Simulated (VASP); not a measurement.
# Ti4B in VASP: relaxation of the atoms with PBEsol

Aim: the relaxation of the atoms of Ti4B with PBEsol.

Program: VASP 6.6.1. These are calculated values, not measurements. Logs are shortened: lines on timing, memory, paths and dates and some standing lists are left out, and cuts for length are marked.

## (1) The cell of the first run

The cell holds a slab with vacuum, 5 atoms: a = 2.868 Å, b = 2.868 Å, c = 25.084 Å, α = 90.00°, β = 90.00°, γ = 90.00°.

## (2) Relaxation of the atoms, PBEsol

Input file INCAR:

```
SYSTEM = Ti4B
  PREC = Accurate
  ENCUT = 520
  EDIFF = 1E-7
  ISMEAR = 0
  SIGMA = 0.1
  LREAL = .False.
  LASPH = .True.
  NELM = 80
  ALGO = Fast
  ISIF = 2
  LWAVE = .False.
  LCHARG = .False.
  LDIPOL = .True.
  IDIPOL = 3
  DIPOL = 0.5 0.5 0.500
  GGA = PS
  IBRION = 2
  NSW = 90
  EDIFFG = -0.03
  KPAR = 4
```

Input file KPOINTS:

```
regular mesh
0
Gamma
  10 10 1
  0 0 0
```

Input file POSCAR:

```
Ti4B
1.0
    2.8679135953      0.0000000000      0.0000000000
    0.0000000000      2.8679135953      0.0000000000
    0.0000000000      0.0000000000     25.0837634532
Ti B
4 1
Selective dynamics
Direct
    0.5000000000      0.5000000000      0.3388646212  F F F
    0.0000000000      0.0000000000      0.4197105897  F F F
    0.5000000000      0.5000000000      0.5045745835  T T T
    0.0000000000      0.0000000000      0.5792203406  T T T
    0.0000000000      0.5000000000      0.6581558641  T T T
```

Potentials or basis: VASP PAW PBE potentials, release 64 (Ti_sv, B).

Launch:

```bash
$ cat potpaw_PBE.64/Ti_sv/POTCAR potpaw_PBE.64/B/POTCAR > POTCAR
$ mpirun -np 4 vasp_std > vasp.out
```

OUTCAR:

```text
SYSTEM = Ti4B
   PREC = Accurate
   ENCUT = 520
   EDIFF = 1E-7
   ISMEAR = 0
   LREAL = .False.
   LASPH = .True.
   NELM = 80
   ISIF = 2
   GGA = PS
   IBRION = 2
   NSW = 90
   EDIFFG = -0.03

 ion  position               nearest neighbor table
   1  0.500  0.500  0.339-   2 2.87   2 2.87   2 2.87   2 2.87
   2  0.000  0.000  0.420-   1 2.87   1 2.87   1 2.87   1 2.87
   3  0.500  0.500  0.505-   4 2.76   4 2.76   4 2.76   4 2.76
   4  0.000  0.000  0.579-   5 2.44   5 2.44   3 2.76   3 2.76   3 2.76   3 2.76
   5  0.000  0.500  0.658-   4 2.44   4 2.44

  LATTYP: Found a simple tetragonal cell.
 ALAT       =     2.8679135953
 C/A-ratio  =     8.7463455992

  Lattice vectors:

 A1 = (   2.8679135953,   0.0000000000,   0.0000000000)
 A2 = (   0.0000000000,   2.8679135953,   0.0000000000)
 A3 = (   0.0000000000,   0.0000000000,  25.0837634532)

Analysis of symmetry for initial positions (statically):
=====================================================================
 Subroutine PRICEL returns:
 Original cell was already a primitive cell.

 Routine SETGRP: Setting up the symmetry group for a
 simple tetragonal supercell.

 Subroutine GETGRP returns: Found  4 space group operations
 (whereof  4 operations were pure point group operations)
 out of a pool of 16 trial point group operations.

The static configuration has the point symmetry C_2v.

Analysis of symmetry for dynamics (positions and initial velocities):
=====================================================================
 Subroutine PRICEL returns:
 Original cell was already a primitive cell.

 Routine SETGRP: Setting up the symmetry group for a
 simple tetragonal supercell.

 Subroutine GETGRP returns: Found  4 space group operations
 (whereof  4 operations were pure point group operations)
 out of a pool of 16 trial point group operations.

The dynamic configuration has the point symmetry C_2v.

Analysis of constrained symmetry for selective dynamics:
=====================================================================
 Subroutine PRICEL returns:
 Original cell was already a primitive cell.

 Routine SETGRP: Setting up the symmetry group for a
 simple tetragonal supercell.

 Subroutine GETGRP returns: Found  4 space group operations
 (whereof  4 operations were pure point group operations)
 out of a pool of 16 trial point group operations.

The constrained configuration has the point symmetry C_2v.

 Subroutine INISYM returns: Found  4 space group operations
 (whereof  4 operations are pure point group operations),
 and found     1 'primitive' translations

----------------------------------------------------------------------------------------

                                     Primitive cell

  volume of cell :     206.3122

  direct lattice vectors                    reciprocal lattice vectors
     2.867913595  0.000000000  0.000000000     0.348685540  0.000000000  0.000000000
     0.000000000  2.867913595  0.000000000     0.000000000  0.348685540  0.000000000
     0.000000000  0.000000000 25.083763453     0.000000000  0.000000000  0.039866426

  length of vectors
     2.867913595  2.867913595 25.083763453     0.348685540  0.348685540  0.039866426

  position of ions in fractional coordinates (direct lattice)
     0.500000000  0.500000000  0.338864621
     0.000000000  0.000000000  0.419710590
     0.500000000  0.500000000  0.504574584
     0.000000000  0.000000000  0.579220341
     0.000000000  0.500000000  0.658155864

  ion indices of the primitive-cell ions
   primitive index   ion index
                 1           1
                 2           2
                 3           3
                 4           4
                 5           5

----------------------------------------------------------------------------------------

 KPOINTS: regular mesh

Automatic generation of k-mesh.
 Grid dimensions read from file:
 generate k-points for:   10   10    1

 Generating k-lattice:

  Cartesian coordinates                     Fractional coordinates (reciprocal lattice)
     0.034868554  0.000000000  0.000000000     0.100000000  0.000000000  0.000000000
     0.000000000  0.034868554  0.000000000     0.000000000  0.100000000  0.000000000
     0.000000000  0.000000000  0.039866426     0.000000000  0.000000000  1.000000000

  Length of vectors
     0.034868554  0.034868554  0.039866426

  Shift w.r.t. Gamma in fractional coordinates (k-lattice)
     0.000000000  0.000000000  0.000000000

 Subroutine IBZKPT returns following result:
 ===========================================

 Found     36 irreducible k-points:

 Following reciprocal coordinates:
            Coordinates               Weight
  0.000000  0.000000  0.000000      1.000000
  0.100000  0.000000  0.000000      2.000000
  0.000000  0.100000  0.000000      2.000000
  0.200000  0.000000  0.000000      2.000000
  0.000000  0.200000  0.000000      2.000000
  0.300000  0.000000  0.000000      2.000000
[... 16 lines left out ...]
 -0.200000  0.300000  0.000000      4.000000
  0.400000  0.200000  0.000000      4.000000
 [... further k-points ...]
   k-points           NKPTS =     36   k-points in BZ     NKDIM =     36   number of bands    NBANDS=     30
   number of dos      NEDOS =    301   number of ions     NIONS =      5
   total plane-waves  NPLWV = 110592
   dimension x,y,z NGX =    24 NGY =   24 NGZ =  192
   dimension x,y,z NGXF=    48 NGYF=   48 NGZF=  384
   ions per type =               4   1
   NGX,Y,Z   is equivalent  to a cutoff of  13.91, 13.91, 12.73 a.u.
   NGXF,Y,Z  is equivalent  to a cutoff of  27.82, 27.82, 25.45 a.u.
 SYSTEM =  Ti4B
   PREC   = accura    normal or accurate (medium, high low for compatibility)
   ISTART =      0    job   : 0-new  1-cont  2-samecut
   ICHARG =      2    charge: 1-file 2-atom 10-const
   ISPIN  =      1    spin polarized calculation?
   LNONCOLLINEAR =      F non collinear calculations
   LSORBIT =      F    spin-orbit coupling
   LASPH  =      T    aspherical Exc in radial PAW
   ENCUT  =  520.0 eV  38.22 Ry    6.18 a.u.   5.33  5.33 46.64*2*pi/ulx,y,z
   NELM   =     80;   NELMIN=  2; NELMDL= -5     # of ELM steps
   EDIFF  = 0.1E-06   stopping-criterion for ELM
   LREAL  =      F    real-space projection
   EDIFFG = -.3E-01   stopping-criterion for IOM
   NSW    =     90    number of steps for IOM
   IBRION =      2    ionic relax: 0-MD 1-quasi-New 2-CG
   NFREE  =      1    steps in history (QN), initial steepest desc. (CG)
   ISIF   =      2    stress and relaxation
   ISYM   =      2    0-nonsym 1-usesym 2-fastsym
   POTIM  = 0.5000    time-step for ionic-motion
   TEBEG  =    0.0;   TEEND  =   0.0 temperature during run
   PSTRESS=    0.0 pullay stress
   NELECT =      51.0000    total number of electrons
   NUPDOWN=      -1.0000    fix difference up-down
   EMIN   =  10.00;   EMAX   =-10.00  energy-range for DOS
   EFERMI =   0.00;   METHOD = LEGACY
   ISMEAR =     0;   SIGMA  =   0.10  broadening in eV -4-tet -1-fermi 0-gaus
   EFERMI_NEDOS =   21; number of points for ismear=-14 and -15
   IALGO  =     68    algorithm
   IMIX   =      4    mixing-type and parameters
     AMIX     =   0.40;   BMIX     =  1.00
     AMIX_MAG =   1.60;   BMIX_MAG =  1.00
  volume/ion in A,a.u.               =      41.26       278.45
  Fermi-wavevector in a.u.,A,eV,Ry     =   1.027440  1.941581 14.362768  1.055634
  Thomas-Fermi vector in A             =   2.161385
   LORBIT       =      0    0 simple, 1 ext, 2 COOP (PROOUT), +10 PAW based schemes
   GGA     = PS    functional components
   LHFCALC =     F    Hartree Fock is set to
   AEXX    =    0.0000 exact exchange contribution
   IVDW    =     0    specifies the selected vdW correction
   LEPSILON=     F    determine dielectric tensor
   LRPA    =     F    only Hartree local field effects (RPA)
 conjugate gradient relaxation of ions
 non-spin polarized calculation
 RMM-DIIS sequential band-by-band and
 Gauss-broadening in eV      SIGMA  =   0.10
  energy-cutoff  :      520.00
  volume of cell :      206.31
 maximum number of plane-waves:      5597
 NGX is ok and might be reduce to    24
   NGX = 11   NGY = 11   NGZ = 93

 dipolmoment           0.000000      0.000000     -0.013773 electrons x Angstroem

--------------------------------------- Ionic step        1  -------------------------------------------

 number of electron      51.0000007 magnetization

 Free energy of the ion-electron system (eV)
  ---------------------------------------------------
  ext. energy  EPLUGINS =         0.00000000
  ---------------------------------------------------
  free energy    TOTEN  =       -35.48850125 eV

  energy without entropy =      -35.43784563  energy(sigma->0) =      -35.46317344

------------------------ aborting loop EDIFF was not reached (unconverged)  ----------------------------

  FORCE on cell =-STRESS in cart. coord.  units (eV):
  Direction    XX          YY          ZZ          XY          YZ          ZX
  --------------------------------------------------------------------------------------
  -------------------------------------------------------------------------------------
  Total       -3.1986469     -5.5525105     -3.3121205      0.0000000      0.0000000      0.0000000
  in kB      -24.8400268    -43.1196419    -25.7212392      0.0000000      0.0000000      0.0000000
  external PRESSURE =     -31.2269693 kB  Pullay stress =       0.0000000 kB

 VOLUME and BASIS-vectors are now :
 -----------------------------------------------------------------------------
  energy-cutoff  :      520.00
  volume of cell :      206.31
      direct lattice vectors                 reciprocal lattice vectors
     2.867913595  0.000000000  0.000000000     0.348685540  0.000000000  0.000000000
     0.000000000  2.867913595  0.000000000     0.000000000  0.348685540  0.000000000
     0.000000000  0.000000000 25.083763453     0.000000000  0.000000000  0.039866426
[... 171 lines left out ...]
  energy  without entropy=      -35.9490583522  energy(sigma->0) =      -35.97194371

--------------------------------------- Ionic step        6  -------------------------------------------

 number of electron      51.0000006 magnetization

 dipolmoment           0.000000      0.000000      0.041719 electrons x Angstroem

 Free energy of the ion-electron system (eV)
  ---------------------------------------------------
  ext. energy  EPLUGINS =         0.00000000
  ---------------------------------------------------
  free energy    TOTEN  =       -35.99498349 eV

  energy without entropy =      -35.94925560  energy(sigma->0) =      -35.97211955

 E-fermi :   0.1169     XC(G=0):  -5.2050

 val. band max:        0.1132288950   @ k =   0.1000   0.0000   0.0000
 cond. band min:       0.1192981560   @ k =   0.0000   0.1000   0.0000
 fundamental gap:      0.0060692611
 Fermi energy:         0.1169165170

 k-point     1 :       0.0000    0.0000    0.0000
  band No.  band energies     occupation
      1     -56.4858      2.00000
      2     -56.2736      2.00000
      3     -56.1729      2.00000
      4     -56.1027      2.00000
      5     -32.9886      2.00000
      6     -32.7479      2.00000
[... 781 lines left out ...]
     29       1.0464      0.00000
     30       1.0584      0.00000

 [... further k-points ...]

------------------------ aborting loop because EDIFF is reached ----------------------------------------

 vacuum level on the upper side and lower side of the slab       (xc-potential included)         0.437        -0.461

  FORCE on cell =-STRESS in cart. coord.  units (eV):
  Direction    XX          YY          ZZ          XY          YZ          ZX
  --------------------------------------------------------------------------------------
  -------------------------------------------------------------------------------------
  Total       -3.3034936     -4.8049378     -1.5643638      0.0000000      0.0000000      0.0000000
  in kB      -25.6542443    -37.3141478    -12.1485237      0.0000000      0.0000000      0.0000000
  external PRESSURE =     -25.0389719 kB  Pullay stress =       0.0000000 kB

 VOLUME and BASIS-vectors are now :
 -----------------------------------------------------------------------------
  energy-cutoff  :      520.00
  volume of cell :      206.31
      direct lattice vectors                 reciprocal lattice vectors
     2.867913595  0.000000000  0.000000000     0.348685540  0.000000000  0.000000000
     0.000000000  2.867913595  0.000000000     0.000000000  0.348685540  0.000000000
     0.000000000  0.000000000 25.083763453     0.000000000  0.000000000  0.039866426
[... 11 lines left out ...]
  FREE ENERGIE OF THE ION-ELECTRON SYSTEM (eV)
  ---------------------------------------------------
  free  energy   TOTEN  =       -35.9949834940 eV

  energy  without entropy=      -35.9492555980  energy(sigma->0) =      -35.97211955

 reached required accuracy - stopping structural energy minimisation

 vacuum level on the upper side and lower side of the slab         5.171         4.253
```

It took 41 min on 4 MPI ranks of Oxide Virtual Turin-like, shared host; peak memory 0.45 GiB.

What came out:

```
Free energy               : -35.9950 eV
Energy gained by relaxing : 101.3 meV/atom
Ionic steps               : 6
Band gap on the k mesh    : zero (an odd number of electrons rules out a gap without spin polarisation)
```

The path:
```tsv
step	energy change (eV)	largest force on free atoms (eV/Å)	pressure (GPa)
1	0.0000	2.2915	-3.12
2	-0.3419	1.4794	-3.13
3	-0.5058	0.1025	-2.48
4	-0.5062	0.0650	-2.55
5	-0.5063	0.0466	-2.53
6	-0.5065	0.0179	-2.50
```

Final structure:
```
Ti B
1.0
     2.86791    0.00000    0.00000
     0.00000    2.86791    0.00000
     0.00000    0.00000   25.08376
Ti B
4 1
Direct
  0.50000 0.50000 0.33886
  0.00000 0.00000 0.41971
  0.50000 0.50000 0.50129
  0.00000 0.00000 0.58836
  0.00000 0.50000 0.65177
```

Caveat: the PAW data sets were made with another functional, which shifts forces and pressure a little.
